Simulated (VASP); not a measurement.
Wanted: the native input for a VASP 6.6.1 run.

```yaml
Task: single point
Functional: PBE
Dispersion: D3(BJ)
Potentials_or_basis: VASP PAW PBE potentials, release 64 (Sn_d, Te)
Cutoff: 500 eV
k_mesh: 10 × 10 × 10
Occupations: gaussian, width 0.01 eV
Spin: no spin polarisation
Dipole_correction: no
Further_INCAR_settings: ALGO = Normal; EDIFF = 1e-06; NBANDS = 17
```

The structure of SnTe lies in POSCAR:

```
SnTe
1.0
    0.0000000000      3.1534991161      3.1534991161
    3.1534991161      0.0000000000      3.1534991161
    3.1534991161      3.1534991161      0.0000000000
Sn Te
1 1
Direct
    0.0000000000      0.0000000000      0.0000000000
    0.5000000000      0.5000000000      0.5000000000
```

The input as run:

INCAR

```
ALGO = Normal ; EDIFF = 1E-6
ENCUT = 500 ; GGA = PE
GGA_COMPAT = False ; ISIF = 2
ISMEAR = 0 ; IVDW = 12
LASPH = True ; LCHARG = True
LELF = True ; LREAL = False
LVHAR = True ; LWAVE = False
NBANDS = 17 ; NELM = 120
PREC = Accurate ; SIGMA = 0.01
```

KPOINTS

```
k-points
0
Gamma
  10 10 10
```

Potentials or basis: VASP PAW PBE potentials, release 64 (Sn_d, Te).

The run is started by

```bash
$ cat potpaw_PBE.64/Sn_d/POTCAR potpaw_PBE.64/Te/POTCAR > POTCAR
$ mpirun -np 1 vasp_std > vasp.out
```

Results of the run:

```yaml
Pressure: 0.0 GPa
Band_gap_on_the_k_mesh: 0.09 eV, direct
Dispersion_energy_per_atom: -0.400 eV
```

Caveat: spin-orbit coupling is left out, which moves the levels of the heavy elements.

It took 41 s on 1 thread of Intel Xeon 6975P-C, on a shared host, peak memory 0.24 GiB.
